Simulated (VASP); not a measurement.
**I: single point with PBE**

The system is I.

```
I
1.0
     0.00000    2.36560    3.90984
     2.19225    0.00000    3.90984
     2.19225    2.36560    0.00000
I
1
Direct
  0.00000 0.00000 0.00000
```

```yaml
Program: VASP 6.6.1
Task: single point
Functional: PBE
Potentials_or_basis: VASP PAW PBE potentials, release 64 (I)
Cutoff: 520 eV
k_mesh: 9 × 9 × 9
Occupations: gaussian, width 0.012 eV
Spin: no spin polarisation
Dipole_correction: no
Further_INCAR_settings: ALGO = Normal; EDIFF = 1e-06; NBANDS = 10
```

```yaml
Pressure: 0.4 GPa
```

Stress tensor (GPa, compression positive):
```
0.39 0.00 0.00
0.00 0.07 0.00
0.00 0.00 0.75
```

Levels at points of the mesh, in eV from the Fermi level:
| k point | band 2 | band 3 | band 4 | band 5 | band 6 | band 7 |
| --- | --- | --- | --- | --- | --- | --- |
| (0.00, 0.00, 0.00) | -1.94 | 0.78 | 1.05 | 4.54 | 7.48 | 8.21 |

It took 30 s on 1 thread of Intel Xeon 6975P-C, on a shared host, peak memory 0.2 GiB.

Caveat: spin-orbit coupling is left out, which moves the levels of the heavy elements; an odd number of electrons without spin polarisation forces a metal; a magnetic or distorted state may lie lower.
